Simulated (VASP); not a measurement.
# Ni (P6_3/mmc) in VASP: further runs

Runs on Ni. Level: RPBE. Tasks: single point.

Everything below comes from runs of VASP 6.6.1. Logs are shortened: lines on timing, memory, paths and dates and some standing lists are left out, and cuts for length are marked.

**1. The cell of the first run**

It takes space group P6_3/mmc (No. 194, hexagonal). Conventional cell: a = 2.479 Å, b = 2.479 Å, c = 8.112 Å, α = 90.00°, β = 90.00°, γ = 120.00°. Ni (site symmetry -3m) has 12 Ni at 2.48 Å within 3.3 Å. Within 3.3 Å of Ni (site symmetry -6m2) lie 12 Ni at 2.48 Å.

This isn't the form of Ni at room conditions, which is fcc.

**2. Single point, RPBE, collinear spin, ferromagnetic start (10.79 Å³/atom)**

INCAR reads:

```
PREC = Accurate ; ENCUT = 520
EDIFF = 1E-6 ; ISMEAR = -1
SIGMA = 0.05 ; LREAL = F
LASPH = T ; NELM = 150
ALGO = Normal ; ISIF = 2
LWAVE = F ; LCHARG = F
ISPIN = 2 ; MAGMOM = 0.702 0.702 0.71 0.71
LORBIT = 11 ; LMAXMIX = 4
GGA = RP ; NBANDS = 32
```

KPOINTS reads:

```
regular mesh
0
Gamma
  16 16 5
```

POSCAR reads:

```
Ni
1.0
    2.4786705907      0.0000000000      0.0000000000
   -1.2393352953      2.1465916991      0.0000000000
    0.0000000000      0.0000000000      8.1122063131
Ni
4
Direct
    0.0000000000      1.0000000000      1.0000000000
    0.0000000000      1.0000000000      0.5000000000
    0.3333333333      0.6666666667      0.2500000000
    0.6666666667      0.3333333333      0.7500000000
```

Potentials or basis: VASP PAW PBE potentials, release 64 (Ni).

The run is started by

```bash
cat potpaw_PBE.64/Ni/POTCAR > POTCAR
mpirun -np 1 vasp_std > vasp.out
```

OUTCAR:

```text
PREC = Accurate
   ENCUT = 520
   EDIFF = 1E-6
   ISMEAR = -1
   LREAL = F
   LASPH = T
   NELM = 150
   ISIF = 2
   ISPIN = 2
   LORBIT = 11
   GGA = RP

 ion  position               nearest neighbor table
   1  0.000  0.000  0.000-   3 2.48   4 2.48   3 2.48   4 2.48   4 2.48   3 2.48
   2  0.000  0.000  0.500-   3 2.48   4 2.48   3 2.48   4 2.48   4 2.48   3 2.48
   3  0.333  0.667  0.250-   1 2.48   2 2.48   1 2.48   2 2.48   1 2.48   2 2.48
   4  0.667  0.333  0.750-   1 2.48   2 2.48   1 2.48   2 2.48   1 2.48   2 2.48

  LATTYP: Found a hexagonal cell.
 ALAT       =     2.4786705907
 C/A-ratio  =     3.2728053270

  Lattice vectors:

 A1 = (   2.4786705907,   0.0000000000,   0.0000000000)
 A2 = (  -1.2393352953,   2.1465916991,   0.0000000000)
 A3 = (   0.0000000000,   0.0000000000,   8.1122063131)

Analysis of symmetry for initial positions (statically):
=====================================================================
 Subroutine PRICEL returns:
 Original cell was already a primitive cell.

 Routine SETGRP: Setting up the symmetry group for a
 hexagonal supercell.

 Subroutine GETGRP returns: Found 24 space group operations
 (whereof 12 operations were pure point group operations)
 out of a pool of 24 trial point group operations.

The static configuration has the point symmetry D_3d.
 The point group associated with its full space group is D_6h.

Analysis of symmetry for dynamics (positions and initial velocities):
=====================================================================
 Subroutine PRICEL returns:
 Original cell was already a primitive cell.

 Routine SETGRP: Setting up the symmetry group for a
 hexagonal supercell.

 Subroutine GETGRP returns: Found 24 space group operations
 (whereof 12 operations were pure point group operations)
 out of a pool of 24 trial point group operations.

The dynamic configuration has the point symmetry D_3d.
 The point group associated with its full space group is D_6h.

Analysis of structural, dynamic, and magnetic symmetry:
=====================================================================
 Subroutine PRICEL returns:
 Original cell was already a primitive cell.

 Routine SETGRP: Setting up the symmetry group for a
 hexagonal supercell.

 Subroutine GETGRP returns: Found 24 space group operations
 (whereof 12 operations were pure point group operations)
 out of a pool of 24 trial point group operations.

The overall configuration has the point symmetry D_3d.
 The point group associated with its full space group is D_6h.

 Subroutine INISYM returns: Found 24 space group operations
 (whereof 12 operations are pure point group operations),
 and found     1 'primitive' translations

----------------------------------------------------------------------------------------

                                     Primitive cell

  volume of cell :      43.1626

  direct lattice vectors                    reciprocal lattice vectors
     2.478670591  0.000000000  0.000000000     0.403442072  0.232927389  0.000000000
    -1.239335295  2.146591699  0.000000000     0.000000000  0.465854778  0.000000000
     0.000000000  0.000000000  8.112206313     0.000000000  0.000000000  0.123271027

  length of vectors
     2.478670591  2.478670591  8.112206313     0.465854778  0.465854778  0.123271027

  position of ions in fractional coordinates (direct lattice)
     0.000000000  0.000000000  0.000000000
     0.000000000  0.000000000  0.500000000
     0.333333333  0.666666667  0.250000000
     0.666666667  0.333333333  0.750000000

  ion indices of the primitive-cell ions
   primitive index   ion index
                 1           1
                 2           2
                 3           3
                 4           4

----------------------------------------------------------------------------------------

 KPOINTS: regular mesh

Automatic generation of k-mesh.
 Grid dimensions read from file:
 generate k-points for:   16   16    5

 Generating k-lattice:

  Cartesian coordinates                     Fractional coordinates (reciprocal lattice)
     0.025215130  0.014557962  0.000000000     0.062500000  0.000000000  0.000000000
     0.000000000  0.029115924  0.000000000     0.000000000  0.062500000  0.000000000
     0.000000000  0.000000000  0.024654205     0.000000000  0.000000000  0.200000000

  Length of vectors
     0.029115924  0.029115924  0.024654205

  Shift w.r.t. Gamma in fractional coordinates (k-lattice)
     0.000000000  0.000000000  0.000000000

 Subroutine IBZKPT returns following result:
 ===========================================

 Found     90 irreducible k-points:

 Following reciprocal coordinates:
            Coordinates               Weight
  0.000000  0.000000  0.000000      1.000000
  0.062500  0.000000  0.000000      6.000000
  0.125000  0.000000  0.000000      6.000000
  0.187500  0.000000  0.000000      6.000000
  0.250000  0.000000  0.000000      6.000000
  0.312500  0.000000  0.000000      6.000000
[... 16 lines left out ...]
  0.187500  0.187500  0.000000      6.000000
  0.250000  0.187500  0.000000     12.000000
 [... further k-points ...]
   k-points           NKPTS =     90   k-points in BZ     NKDIM =     90   number of bands    NBANDS=     32
   number of dos      NEDOS =    301   number of ions     NIONS =      4
   total plane-waves  NPLWV =  19440
   dimension x,y,z NGX =    18 NGY =   18 NGZ =   60
   dimension x,y,z NGXF=    36 NGYF=   36 NGZF=  120
   ions per type =               4
   NGX,Y,Z   is equivalent  to a cutoff of  12.07, 12.07, 12.30 a.u.
   NGXF,Y,Z  is equivalent  to a cutoff of  24.15, 24.15, 24.59 a.u.
 SYSTEM =  unknown system
   PREC   = accura    normal or accurate (medium, high low for compatibility)
   ISTART =      0    job   : 0-new  1-cont  2-samecut
   ICHARG =      2    charge: 1-file 2-atom 10-const
   ISPIN  =      2    spin polarized calculation?
   LNONCOLLINEAR =      F non collinear calculations
   LSORBIT =      F    spin-orbit coupling
   LASPH  =      T    aspherical Exc in radial PAW
   ENCUT  =  520.0 eV  38.22 Ry    6.18 a.u.   4.61  4.61 15.08*2*pi/ulx,y,z
   NELM   =    150;   NELMIN=  2; NELMDL= -5     # of ELM steps
   EDIFF  = 0.1E-05   stopping-criterion for ELM
   LREAL  =      F    real-space projection
   EDIFFG = 0.1E-04   stopping-criterion for IOM
   NSW    =      0    number of steps for IOM
   IBRION =     -1    ionic relax: 0-MD 1-quasi-New 2-CG
   NFREE  =      0    steps in history (QN), initial steepest desc. (CG)
   ISIF   =      2    stress and relaxation
   ISYM   =      2    0-nonsym 1-usesym 2-fastsym
   POTIM  = 0.5000    time-step for ionic-motion
   TEBEG  =    0.0;   TEEND  =   0.0 temperature during run
   PSTRESS=    0.0 pullay stress
   NELECT =      40.0000    total number of electrons
   NUPDOWN=      -1.0000    fix difference up-down
   EMIN   =  10.00;   EMAX   =-10.00  energy-range for DOS
   EFERMI =   0.00;   METHOD = LEGACY
   ISMEAR =    -1;   SIGMA  =   0.05  broadening in eV -4-tet -1-fermi 0-gaus
   EFERMI_NEDOS =   21; number of points for ismear=-14 and -15
   IALGO  =     38    algorithm
   IMIX   =      4    mixing-type and parameters
     AMIX     =   0.40;   BMIX     =  1.00
     AMIX_MAG =   1.60;   BMIX_MAG =  1.00
  volume/ion in A,a.u.               =      10.79        72.82
  Fermi-wavevector in a.u.,A,eV,Ry     =   1.596096  3.016185 34.661158  2.547523
  Thomas-Fermi vector in A             =   2.693912
   LORBIT       =     11    0 simple, 1 ext, 2 COOP (PROOUT), +10 PAW based schemes
   GGA     = RP    functional components
   LHFCALC =     F    Hartree Fock is set to
   AEXX    =    0.0000 exact exchange contribution
   IVDW    =     0    specifies the selected vdW correction
   LEPSILON=     F    determine dielectric tensor
   LRPA    =     F    only Hartree local field effects (RPA)
 spin polarized calculation
  energy-cutoff  :      520.00
  volume of cell :       43.16
 maximum number of plane-waves:      1182
   NGX =  9   NGY =  9   NGZ = 31

 number of electron      40.0000012 magnetization       2.4382890

 Free energy of the ion-electron system (eV)
  ---------------------------------------------------
  ext. energy  EPLUGINS =         0.00000000
  ---------------------------------------------------
  free energy    TOTEN  =       -19.75212495 eV

  energy without entropy =      -19.69166166  energy(sigma->0) =      -19.72189331

 E-fermi :   9.6562     XC(G=0): -13.1801

 val. band max:        9.6557223275   @ k =   0.3750   0.2500   0.4000
 cond. band min:       9.6580364826   @ k =   0.3750   0.0625   0.0000
 fundamental gap:      0.0023141551
 Fermi energy:         9.6562382539

 spin component 1

 k-point     1 :       0.0000    0.0000    0.0000
  band No.  band energies     occupation
      1       0.5939      1.00000
      2       2.8282      1.00000
      3       2.8323      1.00000
      4       4.7794      1.00000
      5       6.8510      1.00000
      6       6.9229      1.00000
[... 24 lines left out ...]
     31      34.3902      0.00000
     32      34.3902      0.00000

 k-point     2 :       0.0625    0.0000    0.0000
  band No.  band energies     occupation
      1       0.7309      1.00000
      2       2.9484      1.00000
      3       2.9523      1.00000
      4       4.8649      1.00000
      5       6.7734      1.00000
      6       6.8834      1.00000
[... 24 lines left out ...]
     31      32.7957      0.00000
     32      33.5919      0.00000
[... 733 lines left out ...]
     31      23.9000      0.00000
     32      26.6617      0.00000

 k-point    24 :       0.2500    0.1875    0.0000
  band No.  band energies     occupation
      1       4.6925      1.00000
      2       5.3259      1.00000
      3       5.3311      1.00000
      4       5.9381      1.00000
      5       5.9558      1.00000
      6       6.2230      1.00000
[... 24 lines left out ...]
     31      22.9579      0.00000
     32      26.6058      0.00000

 [... further k-points ...]

 spin component 2

 k-point     1 :       0.0000    0.0000    0.0000
  band No.  band energies     occupation
      1       0.5303      1.00000
      2       2.7957      1.00000
      3       2.7977      1.00000
      4       5.1901      1.00000
      5       7.5183      1.00000
      6       7.5197      1.00000
[... 24 lines left out ...]
     31      34.4547      0.00000
     32      34.4547      0.00000

 k-point     2 :       0.0625    0.0000    0.0000
  band No.  band energies     occupation
      1       0.6674      1.00000
      2       2.9168      1.00000
      3       2.9187      1.00000
      4       5.2814      1.00000
      5       7.4477      1.00000
      6       7.4827      1.00000
[... 24 lines left out ...]
     31      32.8534      0.00000
     32      33.5397      0.00000
[... 733 lines left out ...]
     31      23.9891      0.00000
     32      26.7069      0.00000

 k-point    24 :       0.2500    0.1875    0.0000
  band No.  band energies     occupation
      1       4.7561      1.00000
      2       5.5884      1.00000
      3       5.6190      1.00000
      4       6.3475      1.00000
      5       6.4951      1.00000
      6       6.7349      1.00000
[... 24 lines left out ...]
     31      23.0622      0.00000
     32      26.6432      0.00000

 [... further k-points ...]

------------------------ aborting loop because EDIFF is reached ----------------------------------------

  FORCE on cell =-STRESS in cart. coord.  units (eV):
  Direction    XX          YY          ZZ          XY          YZ          ZX
  --------------------------------------------------------------------------------------
  -------------------------------------------------------------------------------------
  Total        2.0320490      2.0320490      2.1933737      0.0000000     -0.0000000      0.0000000
  in kB       75.4288547     75.4288547     81.4171639      0.0000000     -0.0000000      0.0000000
  external PRESSURE =      77.4249577 kB  Pullay stress =       0.0000000 kB

 VOLUME and BASIS-vectors are now :
 -----------------------------------------------------------------------------
  energy-cutoff  :      520.00
  volume of cell :       43.16
      direct lattice vectors                 reciprocal lattice vectors
     2.478670591  0.000000000  0.000000000     0.403442072  0.232927389  0.000000000
    -1.239335295  2.146591699  0.000000000     0.000000000  0.465854778  0.000000000
     0.000000000  0.000000000  8.112206313     0.000000000  0.000000000  0.123271027

 POSITION                                       TOTAL-FORCE (eV/Angst)
 -----------------------------------------------------------------------------------
      0.00000      0.00000      0.00000         0.000000      0.000000     -0.000000
      0.00000      0.00000      4.05610        -0.000000      0.000000     -0.000000
     -0.00000      1.43106      2.02805         0.000000     -0.000000      0.000000
      1.23934      0.71553      6.08415        -0.000000      0.000000      0.000000
 -----------------------------------------------------------------------------------
    total drift:                                0.000000     -0.000000      0.000000

  FREE ENERGIE OF THE ION-ELECTRON SYSTEM (eV)
  ---------------------------------------------------
  free  energy   TOTEN  =       -19.7521249541 eV

  energy  without entropy=      -19.6916616597  energy(sigma->0) =      -19.72189331

 total charge

# of ion       s       p       d       tot
------------------------------------------
    1        0.498   0.502   8.318   9.319
    2        0.498   0.502   8.318   9.319
    3        0.498   0.505   8.316   9.318
    4        0.498   0.505   8.316   9.318
--------------------------------------------------
tot          1.994   2.014  33.266  37.274

 magnetization (x)

# of ion       s       p       d       tot
------------------------------------------
    1       -0.007  -0.027   0.649   0.615
    2       -0.007  -0.027   0.649   0.615
    3       -0.007  -0.027   0.663   0.629
    4       -0.007  -0.027   0.663   0.629
--------------------------------------------------
tot         -0.028  -0.109   2.624   2.487
```

It took 2.2 min on 1 thread of AMD EPYC 9R45 (Zen 5), shared host; peak memory 0.24 GiB.

Results:

* Free energy: -19.7521 eV
* Pressure: 7.7 GPa
* Net moment: 2.44 μB per cell
* Site moments: Ni +0.61, +0.63 (each value once) μB
* Valence electrons inside the program's atomic spheres: Ni 9.32

Caveat: the cell stands under pressure; the PAW data sets were made with another functional, which shifts forces and pressure a little.

**3. Single point, RPBE, collinear spin, ferromagnetic start (11.24 Å³/atom)**

This run uses another cell than the first one, of 11.24 Å³/atom.

INCAR reads:

```
SYSTEM = Ni
PREC = Accurate
ENCUT = 520
EDIFF = 1E-6
ISMEAR = -1
SIGMA = 0.05
LREAL = .FALSE.
LASPH = .TRUE.
NELM = 150
ALGO = Normal
ISIF = 2
LWAVE = .FALSE.
LCHARG = .TRUE.
ISPIN = 2
MAGMOM = 0.702 0.702 0.71 0.71
LORBIT = 11
LMAXMIX = 4
GGA = RP
LELF = .TRUE.
LVHAR = .TRUE.
NBANDS = 32
```

KPOINTS reads:

```
Automatic mesh
0
G
  16 16 5
  0 0 0
```

POSCAR reads:

```
Ni
1.0
    2.5126292021      0.0000000000      0.0000000000
   -1.2563146011      2.1760007193      0.0000000000
    0.0000000000      0.0000000000      8.2233462377
Ni
4
Direct
    0.0000000000      1.0000000000      1.0000000000
    0.0000000000      1.0000000000      0.5000000000
    0.3333333333      0.6666666667      0.2500000000
    0.6666666667      0.3333333333      0.7500000000
```

Potentials or basis: VASP PAW PBE potentials, release 64 (Ni).

The run is started by

```bash
cat potpaw_PBE.64/Ni/POTCAR > POTCAR
mpirun -np 1 vasp_std > vasp.out
```

Wall time 2.8 min (1 thread of AMD EPYC 9R45 (Zen 5), shared host); peak memory 0.27 GiB.

It converged, with:

- Free energy: -19.7935 eV
- Pressure: -0.1 GPa
- Net moment: 2.50 μB per cell
- Site moments: Ni +0.64, +0.65 (each value once) μB
- Valence electrons inside the program's atomic spheres: Ni 9.25

Stress tensor (GPa, compression positive):
```
-0.24  0.00  0.00
 0.00 -0.24  0.00
 0.00  0.00  0.18
```

Levels at points of the mesh, in eV from the Fermi level:
Spin up:
| k point | band 17 | band 18 | band 19 | band 20 | band 21 | band 22 | band 23 | band 24 | band 25 | band 26 |
| --- | --- | --- | --- | --- | --- | --- | --- | --- | --- | --- |
| (0.00, 0.00, 0.00) | -1.44 | -1.19 | -1.19 | -0.98 | -0.98 | -0.67 | -0.67 | -0.26 | 5.41 | 14.03 |
| (0.50, 0.00, 0.00) | -0.58 | -0.55 | -0.55 | -0.53 | 0.23 | 1.32 | 2.19 | 2.75 | 6.25 | 6.26 |
Spin down:
```tsv
k point	band 14	band 15	band 16	band 17	band 18	band 19	band 20	band 21	band 22	band 23
(0.00, 0.00, 0.00)	-1.37	-1.37	-0.83	-0.83	-0.52	-0.52	-0.36	-0.28	-0.28	0.08
(0.50, 0.00, 0.00)	0.06	0.14	0.16	0.20	0.27	0.30	0.30	0.33	1.28	2.53
```

Caveat: the PAW data sets were made with another functional, which shifts forces and pressure a little.
